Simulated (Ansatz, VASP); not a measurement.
## Two plane-wave programs on HgTe

Contents of POSCAR:

```
HgTe
1.0
   -3.0456030000      3.0456030000      1.5594100000
    3.0456030000     -3.0456030000      1.5594100000
    3.0456030000      3.0456030000     -1.5594100000
Hg Te
1 1
Direct
    0.7500000000      0.2500000000      0.5000000000
    0.0000000000      0.0000000000      0.0000000000
```

Contents of INCAR.step1:

```
SYSTEM = HgTe
PREC = Accurate
ENCUT = 520
EDIFF = 1E-5
ISMEAR = -1
SIGMA = 0.05
LREAL = .FALSE.
LASPH = .TRUE.
NELM = 80
ALGO = Normal
ISIF = 2
LWAVE = .TRUE.
LCHARG = .FALSE.
GGA = PE
NBANDS = 16
```

INCAR.step2

```
SYSTEM = HgTe
PREC = Accurate
ENCUT = 520
EDIFF = 1E-6
ISMEAR = -1
SIGMA = 0.05
LREAL = .FALSE.
LASPH = .TRUE.
NELM = 80
ALGO = Normal
ISIF = 2
LWAVE = .FALSE.
LCHARG = .FALSE.
GGA = PS
LHFCALC = .TRUE.
AEXX = 0.25
HFSCREEN = 0.207
PRECFOCK = Normal
ISTART = 1
NBANDS = 16
```

Contents of KPOINTS:

```
Automatic mesh
0
G
  5 5 5
  0 0 0
```

File input:

```
crystal:
  lattice:
    - [-3.045603, 3.045603, 1.55941]
    - [3.045603, -3.045603, 1.55941]
    - [3.045603, 3.045603, -1.55941]
  atoms:
    - { symbol: Hg, position: [0.75, 0.25, 0.5] }
    - { symbol: Te, position: [0.0, 0.0, 0.0] }
hamiltonian:
  xc:
    exchange: hjs_pbesol
    correlation: pbesol
    exx: { coeff: 0.25, omega: 0.207 }
  pseudopotentials: { kind: paw }
kpoints:
  mp_grid: { grid: [5, 5, 5] }
  band_path:
    path:
      - [[0.0, 0.0, 0.0], [0.0, 0.0, 0.5], [-0.5, 0.5, 0.5], [0.0, 0.0, 0.0], [0.3155411497, 0.3155411497, -0.3155411497], [0.25, 0.25, 0.25], [0.0, 0.5, 0.0], [-0.3155411497, 0.6844588503, 0.3155411497], [-0.5, 0.5, 0.5]]
      - [[0.0, 0.0, 0.5], [0.25, 0.25, 0.25]]
    npoints: 4
scf:
  occupations: { method: fermi_dirac, width: 0.05 }
  n_extra_bands: 6
output:
  forces: true
  stress: true
  eigenvalues: true
  fatbands: false
  write_density: true
  write_potential: true
  elf: true
  volumetric_format: npy
```

Alike in both runs: functional PBEsol-based screened hybrid with a share of 0.25 of exact exchange and HFSCREEN = 0.207; k mesh 5 × 5 × 5; occupations fermi-dirac, width 0.05 eV; no spin polarisation.

|  | VASP | Ansatz |
| --- | --- | --- |
| version | VASP 6.6.1 | Ansatz 0.2.0 |
| potentials or method | VASP PAW PBE potentials, release 64 (Hg, Te) | Ansatz PAW |
| plane-wave cutoff (eV) | 520 | 420 |
| valence electrons in the cell | 18 | 36 |
| task | single point | band structure |

|  | VASP | Ansatz | Ansatz less VASP |
| --- | --- | --- | --- |
| gap on the k mesh at the Fermi level (eV) | none | none | - |
| pressure (GPa) | -3.7 | -3.6 | +0.12 |
| traceless stress, the component that is largest in VASP (GPa) | 3.28 | 3.24 | -0.041 |

VASP's potentials were made for PBE, not for PBEsol-based screened hybrid. A gap of «none» marks a metal or a gap that the smearing closes. VASP's potentials hold 18 valence electrons a cell and Ansatz's 36, so a difference there can come from the potentials and not from the codes.

The k mesh is coarse, so the values compare programs but aren't converged. Spin-orbit coupling is off throughout.
